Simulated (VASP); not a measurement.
# Al4In (Im-3m) in VASP: notebook

The runs below take Al4In through single point, relaxation of cell and atoms, with PBE.

Everything below comes from runs of VASP 6.6.1. Logs are shortened: lines on timing, memory, paths and dates and some standing lists are left out, and cuts for length are marked.

### Step 1. The cell of the first run

The structure is cubic, space group Im-3m (No. 229). The conventional cell has a = 6.262 Å, b = 6.262 Å, c = 6.262 Å, α = 90.00°, β = 90.00°, γ = 90.00°. Within 3.6 Å of Al (site symmetry -3m) lie 2 In at 2.71 Å and 6 Al at 3.13 Å. In (site symmetry m-3m) has 8 Al at 2.71 Å within 3.6 Å.

### Step 2. Single point, PBE

Input file INCAR:

```
PREC = Accurate
ENCUT = 520
EDIFF = 1E-6
ISMEAR = 0
SIGMA = 0.1
LREAL = False
LASPH = True
NELM = 80
ALGO = Normal
ISIF = 2
LWAVE = False
LCHARG = True
GGA = PE
LELF = True
LVHAR = True
NBANDS = 20
```

Input file KPOINTS:

```
Automatic mesh
0
Gamma
  4 4 4
```

Input file POSCAR:

```
Al4In
1.0
   -3.1310103472      3.1310103472      3.1310103472
    3.1310103472     -3.1310103472      3.1310103472
    3.1310103472      3.1310103472     -3.1310103472
Al In
4 1
Direct
    0.4999980172      0.4999980172      0.4999980172
    0.5000019828      0.0000000000      0.0000000000
    0.0000000000      0.0000000000      0.5000019828
    0.0000000000      0.5000019828      0.0000000000
    0.0000000000      0.0000000000      0.0000000000
```

Potentials or basis: VASP PAW PBE potentials, release 64 (Al, In_d).

Run with:

```
$ cat potpaw_PBE.64/Al/POTCAR potpaw_PBE.64/In_d/POTCAR > POTCAR
$ mpirun -np 1 vasp_std > vasp.out
```

OUTCAR:

```text
PREC = Accurate
   ENCUT = 520
   EDIFF = 1E-6
   ISMEAR = 0
   LREAL = False
   LASPH = True
   NELM = 80
   ISIF = 2
   GGA = PE

 ion  position               nearest neighbor table
   1  0.500  0.500  0.500-   5 2.71   5 2.71   2 3.13   2 3.13   4 3.13   4 3.13   3 3.13   3 3.13

   2  0.500  0.000  0.000-   5 2.71   5 2.71   3 3.13   1 3.13   3 3.13   1 3.13   4 3.13   4 3.13

   3  0.000  0.000  0.500-   5 2.71   5 2.71   2 3.13   2 3.13   4 3.13   4 3.13   1 3.13   1 3.13

   4  0.000  0.500  0.000-   5 2.71   5 2.71   3 3.13   3 3.13   1 3.13   1 3.13   2 3.13   2 3.13

   5  0.000  0.000  0.000-   1 2.71   2 2.71   3 2.71   4 2.71   4 2.71   3 2.71   2 2.71   1 2.71

  LATTYP: Found a body centered cubic cell.
 ALAT       =     6.2620206944

  Lattice vectors:

 A1 = (  -3.1310103472,   3.1310103472,   3.1310103472)
 A2 = (   3.1310103472,  -3.1310103472,   3.1310103472)
 A3 = (   3.1310103472,   3.1310103472,  -3.1310103472)

Analysis of symmetry for initial positions (statically):
=====================================================================
 Subroutine PRICEL returns:
 Original cell was already a primitive cell.

 Routine SETGRP: Setting up the symmetry group for a
 body centered cubic supercell.

 Subroutine GETGRP returns: Found 48 space group operations
 (whereof 48 operations were pure point group operations)
 out of a pool of 48 trial point group operations.

The static configuration has the point symmetry O_h .

Analysis of symmetry for dynamics (positions and initial velocities):
=====================================================================
 Subroutine PRICEL returns:
 Original cell was already a primitive cell.

 Routine SETGRP: Setting up the symmetry group for a
 body centered cubic supercell.

 Subroutine GETGRP returns: Found 48 space group operations
 (whereof 48 operations were pure point group operations)
 out of a pool of 48 trial point group operations.

The dynamic configuration has the point symmetry O_h .

 Subroutine INISYM returns: Found 48 space group operations
 (whereof 48 operations are pure point group operations),
 and found     1 'primitive' translations

----------------------------------------------------------------------------------------

                                     Primitive cell

  volume of cell :     122.7760

  direct lattice vectors                    reciprocal lattice vectors
    -3.131010347  3.131010347  3.131010347     0.000000000  0.159692861  0.159692861
     3.131010347 -3.131010347  3.131010347     0.159692861  0.000000000  0.159692861
     3.131010347  3.131010347 -3.131010347     0.159692861  0.159692861  0.000000000

  length of vectors
     5.423069000  5.423069000  5.423069000     0.225839810  0.225839810  0.225839810

  position of ions in fractional coordinates (direct lattice)
     0.499998017  0.499998017  0.499998017
     0.500001983  0.000000000  0.000000000
     0.000000000  0.000000000  0.500001983
     0.000000000  0.500001983  0.000000000
     0.000000000  0.000000000  0.000000000

  ion indices of the primitive-cell ions
   primitive index   ion index
                 1           1
                 2           2
                 3           3
                 4           4
                 5           5

----------------------------------------------------------------------------------------

 KPOINTS: Automatic mesh

Automatic generation of k-mesh.
 Grid dimensions read from file:
 generate k-points for:    4    4    4

 Generating k-lattice:

  Cartesian coordinates                     Fractional coordinates (reciprocal lattice)
     0.000000000  0.039923215  0.039923215     0.250000000  0.000000000  0.000000000
     0.039923215  0.000000000  0.039923215     0.000000000  0.250000000  0.000000000
     0.039923215  0.039923215  0.000000000     0.000000000  0.000000000  0.250000000

  Length of vectors
     0.056459952  0.056459952  0.056459952

  Shift w.r.t. Gamma in fractional coordinates (k-lattice)
     0.000000000  0.000000000  0.000000000

 Subroutine IBZKPT returns following result:
 ===========================================

 Found      8 irreducible k-points:

 Following reciprocal coordinates:
            Coordinates               Weight
  0.000000  0.000000  0.000000      1.000000
  0.250000  0.000000  0.000000     12.000000
  0.500000  0.000000  0.000000      6.000000
  0.250000  0.250000  0.000000     24.000000
  0.250000  0.250000  0.250000      2.000000
 -0.250000  0.250000  0.250000      6.000000
  0.500000  0.500000  0.250000     12.000000
  0.500000  0.500000  0.500000      1.000000
   k-points           NKPTS =      8   k-points in BZ     NKDIM =      8   number of bands    NBANDS=     20
   number of dos      NEDOS =    301   number of ions     NIONS =      5
   total plane-waves  NPLWV =  64000
   dimension x,y,z NGX =    40 NGY =   40 NGZ =   40
   dimension x,y,z NGXF=    80 NGYF=   80 NGZF=   80
   ions per type =               4   1
   NGX,Y,Z   is equivalent  to a cutoff of  12.26, 12.26, 12.26 a.u.
   NGXF,Y,Z  is equivalent  to a cutoff of  24.52, 24.52, 24.52 a.u.
 SYSTEM =  unknown system
   PREC   = accura    normal or accurate (medium, high low for compatibility)
   ISTART =      0    job   : 0-new  1-cont  2-samecut
   ICHARG =      2    charge: 1-file 2-atom 10-const
   ISPIN  =      1    spin polarized calculation?
   LNONCOLLINEAR =      F non collinear calculations
   LSORBIT =      F    spin-orbit coupling
   LASPH  =      T    aspherical Exc in radial PAW
   ENCUT  =  520.0 eV  38.22 Ry    6.18 a.u.  10.08 10.08 10.08*2*pi/ulx,y,z
   NELM   =     80;   NELMIN=  2; NELMDL= -5     # of ELM steps
   EDIFF  = 0.1E-05   stopping-criterion for ELM
   LREAL  =      F    real-space projection
   EDIFFG = 0.1E-04   stopping-criterion for IOM
   NSW    =      0    number of steps for IOM
   IBRION =     -1    ionic relax: 0-MD 1-quasi-New 2-CG
   NFREE  =      0    steps in history (QN), initial steepest desc. (CG)
   ISIF   =      2    stress and relaxation
   ISYM   =      2    0-nonsym 1-usesym 2-fastsym
   POTIM  = 0.5000    time-step for ionic-motion
   TEBEG  =    0.0;   TEEND  =   0.0 temperature during run
   PSTRESS=    0.0 pullay stress
   NELECT =      25.0000    total number of electrons
   NUPDOWN=      -1.0000    fix difference up-down
   EMIN   =  10.00;   EMAX   =-10.00  energy-range for DOS
   EFERMI =   0.00;   METHOD = LEGACY
   ISMEAR =     0;   SIGMA  =   0.10  broadening in eV -4-tet -1-fermi 0-gaus
   EFERMI_NEDOS =   21; number of points for ismear=-14 and -15
   IALGO  =     38    algorithm
   IMIX   =      4    mixing-type and parameters
     AMIX     =   0.40;   BMIX     =  1.00
     AMIX_MAG =   1.60;   BMIX_MAG =  1.00
  volume/ion in A,a.u.               =      24.56       165.71
  Fermi-wavevector in a.u.,A,eV,Ry     =   0.963127  1.820047 12.620956  0.927614
  Thomas-Fermi vector in A             =   2.092646
   LORBIT       =      0    0 simple, 1 ext, 2 COOP (PROOUT), +10 PAW based schemes
   GGA     = PE    functional components
   LHFCALC =     F    Hartree Fock is set to
   AEXX    =    0.0000 exact exchange contribution
   IVDW    =     0    specifies the selected vdW correction
   LEPSILON=     F    determine dielectric tensor
   LRPA    =     F    only Hartree local field effects (RPA)
 non-spin polarized calculation
 Gauss-broadening in eV      SIGMA  =   0.10
  energy-cutoff  :      520.00
  volume of cell :      122.78
 maximum number of plane-waves:      3352
   NGX = 21   NGY = 21   NGZ = 21

 number of electron      25.0000002 magnetization

 Free energy of the ion-electron system (eV)
  ---------------------------------------------------
  ext. energy  EPLUGINS =         0.00000000
  ---------------------------------------------------
  free energy    TOTEN  =       -14.07684777 eV

  energy without entropy =      -14.04386888  energy(sigma->0) =      -14.06035832

 E-fermi :   4.9195     XC(G=0):  -9.0007

 val. band max:        4.7697440929   @ k =   0.2500   0.2500   0.0000
 cond. band min:       4.9268095795   @ k =   0.2500   0.0000   0.0000
 fundamental gap:      0.1570654865
 Fermi energy:         4.9194978083

 k-point     1 :       0.0000    0.0000    0.0000
  band No.  band energies     occupation
      1     -10.0744      2.00000
      2     -10.0744      2.00000
      3     -10.0744      2.00000
      4      -9.9369      2.00000
      5      -9.9369      2.00000
      6      -4.5571      2.00000
[... 12 lines left out ...]
     19      10.2715      0.00000
     20      10.2715      0.00000

 k-point     2 :       0.2500    0.0000    0.0000
  band No.  band energies     occupation
      1     -10.0753      2.00000
      2     -10.0707      2.00000
      3     -10.0653      2.00000
      4      -9.9377      2.00000
      5      -9.9373      2.00000
      6      -4.1608      2.00000
[... 12 lines left out ...]
     19       8.6223      0.00000
     20       9.3072      0.00000

 k-point     3 :       0.5000    0.0000    0.0000
  band No.  band energies     occupation
      1     -10.0761      2.00000
      2     -10.0671      2.00000
      3     -10.0561      2.00000
      4      -9.9386      2.00000
      5      -9.9376      2.00000
      6      -3.4542      2.00000
[... 12 lines left out ...]
     19       9.0751      0.00000
     20       9.6779      0.00000

 k-point     4 :       0.2500    0.2500    0.0000
  band No.  band energies     occupation
      1     -10.0735      2.00000
      2     -10.0666      2.00000
      3     -10.0593      2.00000
      4      -9.9384      2.00000
      5      -9.9379      2.00000
      6      -3.5149      2.00000
[... 12 lines left out ...]
     19       8.7822      0.00000
     20       9.5360      0.00000

 k-point     5 :       0.2500    0.2500    0.2500
  band No.  band energies     occupation
      1     -10.0669      2.00000
      2     -10.0669      2.00000
      3     -10.0669      2.00000
      4      -9.9376      2.00000
      5      -9.9376      2.00000
      6      -3.2479      2.00000
[... 12 lines left out ...]
     19       8.2081      0.00000
     20       8.2081      0.00000

 k-point     6 :      -0.2500    0.2500    0.2500
  band No.  band energies     occupation
      1     -10.0663      2.00000
      2     -10.0663      2.00000
      3     -10.0656      2.00000
      4      -9.9391      2.00000
      5      -9.9382      2.00000
      6      -3.7746      2.00000
[... 12 lines left out ...]
     19      10.4318      0.00000
     20      10.6301      0.00000

 k-point     7 :       0.5000    0.5000    0.2500
  band No.  band energies     occupation
      1     -10.0666      2.00000
      2     -10.0620      2.00000
      3     -10.0565      2.00000
      4      -9.9400      2.00000
      5      -9.9396      2.00000
      6      -3.0938      2.00000
[... 12 lines left out ...]
     19       9.9421      0.00000
     20       9.9623      0.00000

 k-point     8 :       0.5000    0.5000    0.5000
  band No.  band energies     occupation
      1     -10.0569      2.00000
      2     -10.0569      2.00000
      3     -10.0569      2.00000
      4      -9.9415      2.00000
      5      -9.9415      2.00000
      6      -2.4710      2.00000
[... 12 lines left out ...]
     19      11.3120      0.00000
     20      12.6401      0.00000

------------------------ aborting loop because EDIFF is reached ----------------------------------------

  FORCE on cell =-STRESS in cart. coord.  units (eV):
  Direction    XX          YY          ZZ          XY          YZ          ZX
  --------------------------------------------------------------------------------------
  -------------------------------------------------------------------------------------
  Total       -0.0078677     -0.0078677     -0.0078677     -0.0000000     -0.0000000     -0.0000000
  in kB       -0.1026701     -0.1026701     -0.1026701     -0.0000000     -0.0000000     -0.0000000
  external PRESSURE =      -0.1026701 kB  Pullay stress =       0.0000000 kB

 VOLUME and BASIS-vectors are now :
 -----------------------------------------------------------------------------
  energy-cutoff  :      520.00
  volume of cell :      122.78
      direct lattice vectors                 reciprocal lattice vectors
    -3.131010347  3.131010347  3.131010347     0.000000000  0.159692861  0.159692861
     3.131010347 -3.131010347  3.131010347     0.159692861  0.000000000  0.159692861
     3.131010347  3.131010347 -3.131010347     0.159692861  0.159692861  0.000000000

 POSITION                                       TOTAL-FORCE (eV/Angst)
 -----------------------------------------------------------------------------------
      1.56550      1.56550      1.56550        -0.000000     -0.000000     -0.000000
     -1.56551      1.56551      1.56551         0.000000      0.000000      0.000000
      1.56551      1.56551     -1.56551         0.000000     -0.000000      0.000000
      1.56551     -1.56551      1.56551         0.000000      0.000000     -0.000000
      0.00000      0.00000      0.00000         0.000000     -0.000000      0.000000
 -----------------------------------------------------------------------------------
    total drift:                               -0.000000     -0.000000     -0.000000

  FREE ENERGIE OF THE ION-ELECTRON SYSTEM (eV)
  ---------------------------------------------------
  free  energy   TOTEN  =       -14.0768477696 eV

  energy  without entropy=      -14.0438688766  energy(sigma->0) =      -14.06035832
```

It took 44 s on 1 thread of AMD EPYC 7R13, shared host; peak memory 0.2 GiB.

Results:

```
Free energy : -14.0768 eV
Pressure    : 0.0 GPa
```

Levels at points of the mesh, in eV from the Fermi level:
```
           k point  band 8  band 9  band 10  band 11  band 12  band 13  band 14  band 15  band 16  band 17
(0.00, 0.00, 0.00)   -2.88   -2.88    -1.96    -1.96    -1.96    -1.72    -0.55    -0.55    -0.55     2.50
(0.50, 0.00, 0.00)   -4.47   -3.10    -2.92    -2.77     0.13     0.94     1.13     1.54     2.83     3.17
(0.50, 0.50, 0.50)   -5.85   -5.85    -2.83    -2.83     1.38     1.38     1.38     1.58     3.12     3.12
```

Caveat: spin-orbit coupling is left out, which moves the levels of the heavy elements.

### Step 3. Single point, PBE

This run uses another cell than the first one, of 24.64 Å³/atom, 1.004 times its volume.

Input file INCAR:

```
  PREC = Accurate
  ENCUT = 520
  EDIFF = 1E-6
  ISMEAR = 0
  SIGMA = 0.1
  LREAL = False
  LASPH = True
  NELM = 100
  ALGO = Normal
  ISIF = 2
  LWAVE = False
  LCHARG = False
  GGA = PE
  NBANDS = 20
```

Input file KPOINTS:

```
regular mesh
0
Gamma
  8 8 8
```

Input file POSCAR:

```
Al4In
1.0
   -3.1347900133      3.1347900133      3.1347900133
    3.1347900133     -3.1347900133      3.1347900133
    3.1347900133      3.1347900133     -3.1347900133
Al In
4 1
Direct
    0.5000000000      0.5000000000      0.5000000000
    0.5000000000      0.0000000000      0.0000000000
    0.0000000000      0.0000000000      0.5000000000
    0.0000000000      0.5000000000      0.0000000000
    0.0000000000      0.0000000000      0.0000000000
```

Potentials or basis: VASP PAW PBE potentials, release 64 (Al, In_d).

Run with:

```
$ cat potpaw_PBE.64/Al/POTCAR potpaw_PBE.64/In_d/POTCAR > POTCAR
$ mpirun -np 1 vasp_std > vasp.out
```

Run time: 99 s. Hardware: 1 thread of AMD EPYC 7R13, shared host; peak memory 0.24 GiB.

It converged, with:

- Free energy: -14.3871 eV
- Pressure: 0.0 GPa

Levels at points of the mesh, in eV from the Fermi level:
```
           k point  band 10  band 11  band 12  band 13  band 14  band 15
(0.00, 0.00, 0.00)    -2.01    -2.01    -2.01    -1.74    -0.60    -0.60
(0.50, 0.00, 0.00)    -2.94    -2.81     0.09     0.89     1.08     1.49
(0.50, 0.50, 0.50)    -2.88    -2.88     1.33     1.33     1.33     1.50
```

Caveat: spin-orbit coupling is left out, which moves the levels of the heavy elements.

(Continued in part 2 of 2.)
